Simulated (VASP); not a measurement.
# Ru in VASP: single point with r2SCAN

Aim: the single point of Ru with r2SCAN.

Program: VASP 6.6.1. These are calculated values, not measurements. Logs are shortened: lines on timing, memory, paths and dates and some standing lists are left out, and cuts for length are marked.

### Step 1. The cell of the first run

The cell holds a slab with vacuum, 13 atoms: a = 5.400 Å, b = 5.400 Å, c = 17.277 Å, α = 90.00°, β = 90.00°, γ = 60.00°.

### Step 2. Single point, r2SCAN

Contents of POSCAR:

```
Ru
1.0
    5.4000000000      0.0000000000      0.0000000000
    2.7000000000      4.6765370000      0.0000000000
    0.0000000000      0.0000000000     17.2768000000
Ru
13
Direct
    0.0000000000      0.0000000000      0.0578811000
    0.5000000000      0.0000000000      0.0578811000
    0.0000000000      0.5000000000      0.0578811000
    0.5000000000      0.5000000000      0.0578811000
   -0.1690130682      0.3314680989      0.1748898219
    0.3374529262      0.3315052078      0.1748887616
   -0.1690493651      0.8380753984      0.1749260242
    0.3331438607      0.8336240519      0.1751408281
   -0.0231787207      0.0121809364      0.2972726784
    0.5108773407      0.0121356303      0.2972606873
   -0.0004739170      0.5008441945      0.2957908840
    0.5108844509      0.4781778849      0.2972453650
    0.3327852122     -0.1656412011      0.3952944473
```

Contents of INCAR.step1:

```
PREC = Accurate ; ENCUT = 460
ISMEAR = -1 ; SIGMA = 0.05
LREAL = F ; LASPH = T
NELM = 120 ; NBANDS = 116
GGA = PE ; ALGO = Normal
EDIFF = 1E-5 ; LWAVE = T
LCHARG = F ; GGA_COMPAT = F
NELMDL = -8
```

Contents of INCAR.step2:

```
PREC = Accurate ; ENCUT = 460
EDIFF = 1E-6 ; ISMEAR = -1
SIGMA = 0.05 ; LREAL = F
LASPH = T ; NELM = 120
ALGO = Normal ; ISIF = 2
LWAVE = F ; LCHARG = F
METAGGA = R2SCAN ; LMIXTAU = T
NBANDS = 116 ; ISTART = 1
GGA_COMPAT = F
```

Contents of KPOINTS:

```
Automatic mesh
0
Gamma
  2 2 1
```

Potentials or basis: VASP PAW PBE potentials, release 64 (Ru_sv).

The run is started by

```sh
> cat potpaw_PBE.64/Ru_sv/POTCAR > POTCAR
> cp INCAR.step1 INCAR
> mpirun -np 1 vasp_std > vasp.out
> cp INCAR.step2 INCAR
> mpirun -np 1 vasp_std > vasp.out
```

OUTCAR:

```text
PREC = Accurate
   ENCUT = 460
   EDIFF = 1E-6
   ISMEAR = -1
   LREAL = F
   LASPH = T
   NELM = 120
   ISIF = 2
   METAGGA = R2SCAN
   ISTART = 1

 ion  position               nearest neighbor table
   1  0.000  0.000  0.058-   7 2.55   5 2.55   8 2.56   3 2.70   3 2.70   4 2.70   4 2.70   2 2.70
                             2 2.70
   2  0.500  0.000  0.058-   7 2.55   6 2.55   8 2.56   4 2.70   3 2.70   4 2.70   3 2.70   1 2.70
                             1 2.70
   3  0.000  0.500  0.058-   6 2.56   5 2.56   7 2.57   1 2.70   1 2.70   2 2.70   2 2.70   4 2.70
                             4 2.70
   4  0.500  0.500  0.058-   5 2.55   6 2.55   8 2.56   2 2.70   1 2.70   2 2.70   1 2.70   3 2.70
                             3 2.70
   5  0.831  0.331  0.175-   4 2.55   1 2.55   3 2.56   9 2.59  12 2.59  11 2.62   7 2.66   6 2.66
                             8 2.70   8 2.70   6 2.74   7 2.74
   6  0.337  0.332  0.175-   4 2.55   2 2.55   3 2.56  10 2.59  12 2.59  11 2.62   7 2.66   5 2.66
                             8 2.70   8 2.70   5 2.74   7 2.74
   7  0.831  0.838  0.175-   2 2.55   1 2.55   3 2.57   9 2.59  10 2.59  11 2.62   5 2.66   6 2.66
                             8 2.70   8 2.70   6 2.74   5 2.74
   8  0.333  0.834  0.175-   1 2.56   2 2.56   4 2.56  12 2.69  10 2.69   9 2.69   6 2.70   7 2.70
                             5 2.70   5 2.70   7 2.70   6 2.70
   9  0.977  0.012  0.297-  13 2.37  10 2.52  12 2.52   5 2.59   7 2.59   8 2.69  11 2.70  11 2.70

  10  0.511  0.012  0.297-  13 2.37   9 2.52  12 2.52   6 2.59   7 2.59   8 2.69  11 2.70  11 2.70

  11  1.000  0.501  0.296-   7 2.62   5 2.62   6 2.62  10 2.70  12 2.70   9 2.70   9 2.70  12 2.70
                            10 2.70
  12  0.511  0.478  0.297-  13 2.38   9 2.52  10 2.52   5 2.59   6 2.59   8 2.69  11 2.70  11 2.70

  13  0.333  0.834  0.395-  10 2.37   9 2.37  12 2.38

  LATTYP: Found a hexagonal cell.
 ALAT       =     5.3999998437
 C/A-ratio  =     3.1994075000

  Lattice vectors:

 A1 = (  -2.7000000000,  -4.6765370000,   0.0000000000)
 A2 = (   5.4000000000,   0.0000000000,   0.0000000000)
 A3 = (   0.0000000000,   0.0000000000,  17.2768000000)

Analysis of symmetry for initial positions (statically):
=====================================================================
 Subroutine PRICEL returns:
 Original cell was already a primitive cell.

 Routine SETGRP: Setting up the symmetry group for a
 hexagonal supercell.

 Subroutine GETGRP returns: Found  1 space group operations
 (whereof  1 operations were pure point group operations)
 out of a pool of 24 trial point group operations.

The static configuration has the point symmetry C_1 .

Analysis of symmetry for dynamics (positions and initial velocities):
=====================================================================
 Subroutine PRICEL returns:
 Original cell was already a primitive cell.

 Routine SETGRP: Setting up the symmetry group for a
 hexagonal supercell.

 Subroutine GETGRP returns: Found  1 space group operations
 (whereof  1 operations were pure point group operations)
 out of a pool of 24 trial point group operations.

The dynamic configuration has the point symmetry C_1 .

 Subroutine INISYM returns: Found  1 space group operations
 (whereof  1 operations are pure point group operations),
 and found     1 'primitive' translations

----------------------------------------------------------------------------------------

                                     Primitive cell

  volume of cell :     436.2962

  direct lattice vectors                    reciprocal lattice vectors
     5.400000000  0.000000000  0.000000000     0.185185185 -0.106916721  0.000000000
     2.700000000  4.676537000  0.000000000     0.000000000  0.213833441  0.000000000
     0.000000000  0.000000000 17.276800000     0.000000000  0.000000000  0.057881089

  length of vectors
     5.400000000  5.399999844 17.276800000     0.213833435  0.213833441  0.057881089

  position of ions in fractional coordinates (direct lattice)
     0.000000000  0.000000000  0.057881100
     0.500000000  0.000000000  0.057881100
     0.000000000  0.500000000  0.057881100
     0.500000000  0.500000000  0.057881100
     0.830986932  0.331468099  0.174889822
     0.337452926  0.331505208  0.174888762
     0.830950635  0.838075398  0.174926024
[... 25 lines left out ...]
 KPOINTS: Automatic mesh

Automatic generation of k-mesh.
 Grid dimensions read from file:
 generate k-points for:    2    2    1

 Generating k-lattice:

  Cartesian coordinates                     Fractional coordinates (reciprocal lattice)
     0.092592593 -0.053458360  0.000000000     0.500000000  0.000000000  0.000000000
     0.000000000  0.106916721  0.000000000     0.000000000  0.500000000  0.000000000
     0.000000000  0.000000000  0.057881089     0.000000000  0.000000000  1.000000000

  Length of vectors
     0.106916718  0.106916721  0.057881089

  Shift w.r.t. Gamma in fractional coordinates (k-lattice)
     0.000000000  0.000000000  0.000000000

 Subroutine IBZKPT returns following result:
 ===========================================

 Found      4 irreducible k-points:

 Following reciprocal coordinates:
            Coordinates               Weight
  0.000000  0.000000  0.000000      1.000000
  0.500000  0.000000  0.000000      1.000000
  0.500000  0.500000  0.000000      1.000000
  0.000000  0.500000  0.000000      1.000000
   k-points           NKPTS =      4   k-points in BZ     NKDIM =      4   number of bands    NBANDS=    116
   number of dos      NEDOS =    301   number of ions     NIONS =     13
   total plane-waves  NPLWV = 201600
   dimension x,y,z NGX =    40 NGY =   40 NGZ =  126
   dimension x,y,z NGXF=    80 NGYF=   80 NGZF=  252
   ions per type =              13
   NGX,Y,Z   is equivalent  to a cutoff of  12.31, 12.31, 12.12 a.u.
   NGXF,Y,Z  is equivalent  to a cutoff of  24.63, 24.63, 24.25 a.u.
 SYSTEM =  unknown system
   PREC   = accura    normal or accurate (medium, high low for compatibility)
   ISTART =      1    job   : 0-new  1-cont  2-samecut
   ICHARG =      0    charge: 1-file 2-atom 10-const
   ISPIN  =      1    spin polarized calculation?
   LNONCOLLINEAR =      F non collinear calculations
   LSORBIT =      F    spin-orbit coupling
   LASPH  =      T    aspherical Exc in radial PAW
   ENCUT  =  460.0 eV  33.81 Ry    5.81 a.u.   9.44  9.44 30.21*2*pi/ulx,y,z
   NELM   =    120;   NELMIN=  2; NELMDL=  0     # of ELM steps
   EDIFF  = 0.1E-05   stopping-criterion for ELM
   LREAL  =      F    real-space projection
   EDIFFG = 0.1E-04   stopping-criterion for IOM
   NSW    =      0    number of steps for IOM
   IBRION =     -1    ionic relax: 0-MD 1-quasi-New 2-CG
   NFREE  =      0    steps in history (QN), initial steepest desc. (CG)
   ISIF   =      2    stress and relaxation
   ISYM   =      2    0-nonsym 1-usesym 2-fastsym
   POTIM  = 0.5000    time-step for ionic-motion
   TEBEG  =    0.0;   TEEND  =   0.0 temperature during run
   PSTRESS=    0.0 pullay stress
   NELECT =     208.0000    total number of electrons
   NUPDOWN=      -1.0000    fix difference up-down
   EMIN   =  10.00;   EMAX   =-10.00  energy-range for DOS
   EFERMI =   0.00;   METHOD = LEGACY
   ISMEAR =    -1;   SIGMA  =   0.05  broadening in eV -4-tet -1-fermi 0-gaus
   EFERMI_NEDOS =   21; number of points for ismear=-14 and -15
   IALGO  =     38    algorithm
   IMIX   =      4    mixing-type and parameters
     AMIX     =   0.40;   BMIX     =  1.00
     AMIX_MAG =   1.60;   BMIX_MAG =  1.00
  volume/ion in A,a.u.               =      33.56       226.48
  Fermi-wavevector in a.u.,A,eV,Ry     =   1.278897  2.416764 22.253372  1.635577
  Thomas-Fermi vector in A             =   2.411413
   LORBIT       =      0    0 simple, 1 ext, 2 COOP (PROOUT), +10 PAW based schemes
   METAGGA = R2SCAN    functional components
   LHFCALC =     F    Hartree Fock is set to
   AEXX    =    0.0000 exact exchange contribution
   IVDW    =     0    specifies the selected vdW correction
   LEPSILON=     F    determine dielectric tensor
   LRPA    =     F    only Hartree local field effects (RPA)
 non-spin polarized calculation
  energy-cutoff  :      460.00
  volume of cell :      436.30
 maximum number of plane-waves:      9841
 NGX is ok and might be reduce to    40
   NGX = 19   NGY = 19   NGZ = 61

 number of electron     208.0000003 magnetization

 Free energy of the ion-electron system (eV)
  ---------------------------------------------------
  ext. energy  EPLUGINS =         0.00000000
  ---------------------------------------------------
  free energy    TOTEN  =      -322.10864141 eV

  energy without entropy =     -322.00066846  energy(sigma->0) =     -322.05465494

 E-fermi :   3.6631     XC(G=0):  -7.3648

 val. band max:        3.5687056459   @ k =   0.5000   0.0000   0.0000
 cond. band min:       3.6643171803   @ k =   0.0000   0.0000   0.0000
 fundamental gap:      0.0956115344
 Fermi energy:         3.6630533773

 k-point     1 :       0.0000    0.0000    0.0000
  band No.  band energies     occupation
      1     -71.8430      2.00000
      2     -71.7200      2.00000
      3     -71.6645      2.00000
      4     -71.6639      2.00000
      5     -71.5579      2.00000
      6     -71.4239      2.00000
[... 465 lines left out ...]
    115       4.8474      0.00000
    116       4.9425      0.00000

------------------------ aborting loop because EDIFF is reached ----------------------------------------

  FORCE on cell =-STRESS in cart. coord.  units (eV):
  Direction    XX          YY          ZZ          XY          YZ          ZX
  --------------------------------------------------------------------------------------
  -------------------------------------------------------------------------------------
  Total       -5.9617751     -5.9642121     -1.3751456     -0.0022154     -0.1287822      0.0063089
  in kB      -21.8929725    -21.9019217     -5.0498423     -0.0081354     -0.4729170      0.0231677
  external PRESSURE =     -16.2815788 kB  Pullay stress =       0.0000000 kB

 VOLUME and BASIS-vectors are now :
 -----------------------------------------------------------------------------
  energy-cutoff  :      460.00
  volume of cell :      436.30
      direct lattice vectors                 reciprocal lattice vectors
     5.400000000  0.000000000  0.000000000     0.185185185 -0.106916721  0.000000000
     2.700000000  4.676537000  0.000000000     0.000000000  0.213833441  0.000000000
     0.000000000  0.000000000 17.276800000     0.000000000  0.000000000  0.057881089

 POSITION                                       TOTAL-FORCE (eV/Angst)
 -----------------------------------------------------------------------------------
      0.00000      0.00000      1.00000        -0.492366      0.290101     -0.126851
      2.70000      0.00000      1.00000         0.491340      0.290944     -0.125398
      1.35000      2.33827      1.00000        -0.000588      0.008243      0.400208
      4.05000      2.33827      1.00000        -0.001173     -0.561958     -0.129692
      5.38229      1.55012      3.02154        -0.012630     -0.006579      0.019238
      2.71731      1.55030      3.02152         0.014785     -0.009513      0.018874
      6.74994      3.91929      3.02216        -0.001374      0.014804      0.010589
      4.04976      3.89847      3.02587         0.001418      0.003752      0.015696
      5.30772      0.05696      5.13592         0.007671     -0.013222     -0.023589
      2.79150      0.05675      5.13571        -0.004303     -0.008341     -0.022467
      6.74972      2.34222      5.11032         0.000614     -0.009899     -0.032838
      4.04986      2.23622      5.13545        -0.003108      0.007571     -0.019912
      4.04981      3.90191      6.82942        -0.000285     -0.005903      0.016142
 -----------------------------------------------------------------------------------
    total drift:                                0.000007      0.000384     -0.003415

  FREE ENERGIE OF THE ION-ELECTRON SYSTEM (eV)
  ---------------------------------------------------
  free  energy   TOTEN  =      -322.1086414065 eV

  energy  without entropy=     -322.0006684647  energy(sigma->0) =     -322.05465494
```

It took 27 min on 1 thread of Intel Xeon Platinum 8375C at 2.90GHz (Ice Lake), shared host; peak memory 0.57 GiB.

What came out:

| Item | Value |
| --- | --- |
| Free energy | -322.1086 eV |
| Largest force | 0.585 eV/Å |
| Band gap on the k mesh | zero (bands 104 and 105 overlap by 0.89 eV) |

Forces on the atoms (eV/Å):
```
Ru  -0.492  0.290 -0.127
Ru   0.491  0.291 -0.125
Ru  -0.001  0.008  0.400
Ru  -0.001 -0.562 -0.130
Ru  -0.013 -0.007  0.019
Ru   0.015 -0.010  0.019
Ru  -0.001  0.015  0.011
Ru   0.001  0.004  0.016
Ru   0.008 -0.013 -0.024
Ru  -0.004 -0.008 -0.022
Ru   0.001 -0.010 -0.033
Ru  -0.003  0.008 -0.020
Ru   0.000 -0.006  0.016
```

Levels at points of the mesh, in eV from the Fermi level:
| k point | band 103 | band 104 | band 105 | band 106 | band 107 | band 108 | band 109 | band 110 |
| --- | --- | --- | --- | --- | --- | --- | --- | --- |
| (0.00, 0.00, 0.00) | 0.75 | 0.75 | 0.78 | 0.95 | 0.95 | 1.38 | 1.40 | 1.40 |
| (0.50, 0.00, 0.00) | -0.54 | -0.14 | -0.13 | -0.09 | 0.12 | 0.29 | 0.39 | 0.47 |
| (0.50, 0.50, 0.00) | -0.54 | -0.14 | -0.13 | -0.09 | 0.12 | 0.29 | 0.39 | 0.47 |
| (0.00, 0.50, 0.00) | -0.53 | -0.14 | -0.13 | -0.10 | 0.12 | 0.29 | 0.39 | 0.47 |

Caveat: the k points lie up to 0.67 Å⁻¹ apart, too coarse for converged energies and pressures of a metal; there is no dipole correction, which matters where the two faces differ; the PAW data sets were made with another functional, which shifts forces and pressure a little.

The gap in the log of VASP goes by the Fermi energy; the results here count the filled bands.